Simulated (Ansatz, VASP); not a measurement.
# Two plane-wave programs on NaF

The input INCAR:

```
PREC     = Accurate       # precision mode
ENCUT    = 520            # plane-wave cutoff, eV
EDIFF    = 1E-6           # SCF threshold, eV
ISMEAR   = 0              # smearing method
SIGMA    = 0.01           # smearing width, eV
LREAL    = False          # projectors in reciprocal space
LASPH    = True           # aspherical terms in the spheres
NELM     = 60             # most SCF steps
ALGO     = Normal         # electronic algorithm
ISIF     = 2              # what is computed and relaxed
LWAVE    = False          # write WAVECAR
LCHARG   = False          # write CHGCAR
GGA      = PE             # functional
NBANDS   = 14             # bands
```

KPOINTS

```
Automatic mesh
0
Gamma
  10 10 10
```

Contents of POSCAR:

```
NaF
1.0
    0.0000000000      2.2972417895      2.2972417895
    2.2972417895      0.0000000000      2.2972417895
    2.2972417895      2.2972417895      0.0000000000
Na F
1 1
Direct
    0.0000000000      0.0000000000      0.0000000000
    0.5000000000      0.5000000000      0.5000000000
```

Input for Ansatz:

```yaml
crystal:
  lattice:
    - [0.0, 2.2972417895, 2.2972417895]
    - [2.2972417895, 0.0, 2.2972417895]
    - [2.2972417895, 2.2972417895, 0.0]
  atoms:
    - { symbol: Na, position: [0.0, 0.0, 0.0] }
    - { symbol: F, position: [0.5, 0.5, 0.5] }
kpoints:
  mp_grid: { grid: [10, 10, 10] }
  band_path:
    path:
      - [0.0, 0.0, 0.0]
      - [0.5, 0.0, 0.5]
      - [0.625, 0.25, 0.625]
      - [0.375, 0.375, 0.75]
      - [0.5, 0.5, 0.5]
      - [0.5, 0.25, 0.75]
    npoints: 1
hamiltonian:
  xc: pbe
scf:
  occupations: { method: fixed }
  n_extra_bands: 4
output:
  forces: true
  stress: true
  eigenvalues: true
```

Alike in both runs: task single point; functional PBE; k mesh 10 × 10 × 10; no spin polarisation.

```csv
,VASP,Ansatz
version,VASP 6.6.1,Ansatz 0.2.0
potentials or method,"VASP PAW PBE potentials, release 64 (Na_pv, F)","plane waves, PAW"
plane-wave cutoff (eV),520,420
occupations,"gaussian, width 0.01 eV",fixed
valence electrons in the cell,14,16
```

|  | VASP | Ansatz | Ansatz less VASP |
| --- | --- | --- | --- |
| gap on the k mesh at the Fermi level (eV) | 6.44 | 6.46 | +0.016 |
| pressure (GPa) | 3.5 | 3.6 | +0.11 |

VASP's potentials hold 14 valence electrons a cell and Ansatz's 16, so a difference there can come from the potentials and not from the codes.
